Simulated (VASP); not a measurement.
# GaP (F-43m) in VASP: further runs, part 2 of 2

VASP 6.6.1.

**3. Single point, LDA**

This run uses another cell than the first one, of 18.03 Å³/atom, 0.920 times its volume.

The input, INCAR:

```
SYSTEM = GaP
ALGO     = Normal         ! electronic algorithm
EDIFF    = 1E-6           ! SCF threshold, eV
ENCUT    = 520            ! plane-wave cutoff, eV
ISIF     = 2              ! what is computed and relaxed
ISMEAR   = 0              ! smearing method
LASPH    = .TRUE.         ! aspherical terms in the spheres
LCHARG   = .FALSE.        ! write CHGCAR
LREAL    = .FALSE.        ! projectors in reciprocal space
LWAVE    = .FALSE.        ! write WAVECAR
NBANDS   = 16             ! bands
NELM     = 80             ! most SCF steps
PREC     = Accurate       ! precision mode
SIGMA    = 0.01           ! smearing width, eV
```

The input, KPOINTS:

```
k-points
0
G
  8 8 8
  0 0 0
```

The input, POSCAR:

```
GaP
1.0
    0.0000000000      2.6219564201      2.6219564201
    2.6219564201      0.0000000000      2.6219564201
    2.6219564201      2.6219564201      0.0000000000
Ga P
1 1
Direct
    0.0000000000      0.0000000000      0.0000000000
    0.7500000000      0.7500000000      0.7500000000
```

Potentials or basis: VASP PAW LDA potentials, release 64 (Ga_d, P).

Launch:

```bash
> cat potpaw_LDA.64/Ga_d/POTCAR potpaw_LDA.64/P/POTCAR > POTCAR
> mpirun -np 1 vasp_std > vasp.out
```

OUTCAR:

```text
SYSTEM = GaP
   EDIFF = 1E-6
   ENCUT = 520
   ISIF = 2
   ISMEAR = 0
   LASPH = .TRUE.
   LREAL = .FALSE.
   NELM = 80
   PREC = Accurate

 ion  position               nearest neighbor table
   1  0.000  0.000  0.000-   2 2.27   2 2.27   2 2.27   2 2.27
   2  0.750  0.750  0.750-   1 2.27   1 2.27   1 2.27   1 2.27

  LATTYP: Found a face centered cubic cell.
 ALAT       =     5.2439128402

  Lattice vectors:

 A1 = (   0.0000000000,   2.6219564201,   2.6219564201)
 A2 = (   2.6219564201,   0.0000000000,   2.6219564201)
 A3 = (   2.6219564201,   2.6219564201,   0.0000000000)

[... 624 lines left out ...]
      5      -9.0343      2.00000
      6      -4.6950      2.00000
[... 8 lines left out ...]
     15      18.0518      0.00000
     16      18.8701      0.00000

 [... further k-points ...]
[... 5 lines left out ...]
  --------------------------------------------------------------------------------------
  -------------------------------------------------------------------------------------
  Total        2.0487507      2.0487507      2.0487507      0.0000000      0.0000000     -0.0000000
  in kB       91.0527956     91.0527956     91.0527956      0.0000000      0.0000000     -0.0000000
  external PRESSURE =      91.0527956 kB  Pullay stress =       0.0000000 kB

 VOLUME and BASIS-vectors are now :
 -----------------------------------------------------------------------------
  energy-cutoff  :      520.00
  volume of cell :       36.05
      direct lattice vectors                 reciprocal lattice vectors
     0.000000000  2.621956420  2.621956420    -0.190697296  0.190697296  0.190697296
     2.621956420  0.000000000  2.621956420     0.190697296 -0.190697296  0.190697296
     2.621956420  2.621956420  0.000000000     0.190697296  0.190697296 -0.190697296

 POSITION                                       TOTAL-FORCE (eV/Angst)
 -----------------------------------------------------------------------------------
      0.00000      0.00000      0.00000        -0.000000     -0.000000     -0.000000
      3.93293      3.93293      3.93293         0.000000      0.000000      0.000000
 -----------------------------------------------------------------------------------
    total drift:                               -0.000001     -0.000001     -0.000001

  FREE ENERGIE OF THE ION-ELECTRON SYSTEM (eV)
  ---------------------------------------------------
  free  energy   TOTEN  =       -10.3663753671 eV

  energy  without entropy=      -10.3663753671  energy(sigma->0) =      -10.36637537
```

Wall time 13 s (1 thread of Intel Xeon Platinum 8259CL at 2.50GHz (Skylake/Cascade Lake), shared host); peak memory 0.14 GiB.

What came out:

| Quantity | Value |
| --- | --- |
| Free energy | -10.3664 eV |
| Pressure | 9.1 GPa |
| Band gap on the k mesh | 1.24 eV, indirect (least direct gap 2.62 eV) |

Levels at points of the mesh, in eV from the valence-band top:
```tsv
k point	band 6	band 7	band 8	band 9	band 10	band 11	band 12	band 13
(0.00, 0.00, 0.00)	-13.44	0.00	0.00	0.00	2.62	3.74	3.74	3.74
(0.50, 0.00, 0.00)	-10.95	-7.42	-1.31	-1.31	1.88	4.58	4.58	8.23
(0.50, 0.50, 0.00)	-9.87	-7.42	-3.14	-3.14	1.24	1.54	11.33	11.33
```

**4. Single point, LDA**

The input, INCAR:

```
PREC = Accurate
ENCUT = 520
EDIFF = 1E-6
ISMEAR = 0
SIGMA = 0.02
LREAL = F
LASPH = T
NELM = 60
ALGO = Normal
ISIF = 2
LWAVE = F
LCHARG = F
NBANDS = 16
```

The input, KPOINTS:

```
regular mesh
0
Gamma
  8 8 8
```

The input, POSCAR:

```
GaP
1.0
    0.0000000000      2.6956501137      2.6956501137
    2.6956501137      0.0000000000      2.6956501137
    2.6956501137      2.6956501137      0.0000000000
Ga P
1 1
Direct
    0.0000000000      0.0000000000      0.0000000000
    0.7500000000      0.7500000000      0.7500000000
```

Launch:

```bash
> cat potpaw_LDA.64/Ga_d/POTCAR potpaw_LDA.64/P/POTCAR > POTCAR
> mpirun -np 1 vasp_std > vasp.out
```

Run time: 13 s. Hardware: 1 thread of Intel Xeon Platinum 8259CL at 2.50GHz (Skylake/Cascade Lake), shared host; peak memory 0.14 GiB.

Results (log left out):

| Quantity | Value |
| --- | --- |
| Free energy | -10.4508 eV |
| Pressure | 0.1 GPa |
| Band gap on the k mesh | 1.43 eV, indirect (least direct gap 1.91 eV) |

Levels at points of the mesh, in eV from the valence-band top:
```tsv
k point	band 5	band 6	band 7	band 8	band 9	band 10	band 11	band 12	band 13	band 14
(0.00, 0.00, 0.00)	-14.66	-12.76	0.00	0.00	0.00	1.91	3.78	3.78	3.78	8.64
(0.50, 0.00, 0.00)	-14.65	-10.57	-6.90	-1.18	-1.18	1.62	4.62	4.62	8.11	10.88
(0.50, 0.50, 0.00)	-14.63	-9.60	-7.00	-2.82	-2.82	1.43	1.65	10.70	10.70	11.27
```

**5. Single point, LDA**

Changes to INCAR since step 4:

```diff
@@ -4,6 +4,6 @@
 ISMEAR = 0
-SIGMA = 0.02
+SIGMA = 0.01
 LREAL = F
 LASPH = T
-NELM = 60
+NELM = 80
 ALGO = Normal
```

KPOINTS is that of step 4.

POSCAR is that of step 4.

Launch:

```bash
> cat potpaw_LDA.64/Ga_d/POTCAR potpaw_LDA.64/P/POTCAR > POTCAR
> mpirun -np 1 vasp_std > vasp.out
```

Wall time 13 s (1 thread of Intel Xeon Platinum 8259CL at 2.50GHz (Skylake/Cascade Lake), shared host); peak memory 0.14 GiB.

The run converged. Its results:

- Free energy: -10.4508 eV
- Pressure: 0.1 GPa
- Band gap on the k mesh: 1.43 eV, indirect (least direct gap 1.91 eV)

Levels at points of the mesh, in eV from the valence-band top:
```csv
k point,band 5,band 6,band 7,band 8,band 9,band 10,band 11,band 12,band 13,band 14
"(0.00, 0.00, 0.00)",-14.66,-12.76,0.00,0.00,0.00,1.91,3.78,3.78,3.78,8.64
"(0.50, 0.00, 0.00)",-14.65,-10.57,-6.90,-1.18,-1.18,1.62,4.62,4.62,8.11,10.88
"(0.50, 0.50, 0.00)",-14.63,-9.60,-7.00,-2.82,-2.82,1.43,1.65,10.70,10.70,11.27
```

**6. The runs side by side**

| task | cell | cutoff (eV) | smearing | gap on the mesh (eV) | pressure (GPa) |
| --- | --- | --- | --- | --- | --- |
| relaxation of cell and atoms | relaxed to 5 GPa from a = 3.812 Å, angles 60.0°, 2 atoms | 600 | gaussian 0.01 eV | 1.32 | 5.0 |
| single point | a = 3.708 Å, angles 60.0°, 2 atoms | 520 | gaussian 0.01 eV | 1.24 | 9.1 |
| single point | a = 3.812 Å, angles 60.0°, 2 atoms | 520 | gaussian 0.02 eV | 1.43 | 0.1 |
| single point | a = 3.812 Å, angles 60.0°, 2 atoms | 520 | gaussian 0.01 eV | 1.43 | 0.1 |

Alike in all rows: level LDA; potentials or basis VASP PAW LDA potentials, release 64 (Ga_d, P); no spin polarisation; k mesh 8 × 8 × 8.

Caveats: the cell is relaxed towards a set pressure, so the enthalpy falls and the energy may rise (some runs).

Total energies depend on the potentials used, so only differences within one code and one set of settings carry meaning.

**7. Against experiment**

Step 4. Against the measured gap of GaP, 2.34 eV (indirect; 10 K; quoted in “Stacking defects in GaP nanowires: Electronic structure and optical properties”, 2018, arxiv:1810.01194), the calculated 1.43 eV is off by -0.91 eV. Spin-orbit coupling on Ga is left out. The value is that of LDA on a finite k mesh, which can miss the band edges, without temperature or zero-point motion. Semilocal functionals fall short of measured gaps as a rule.
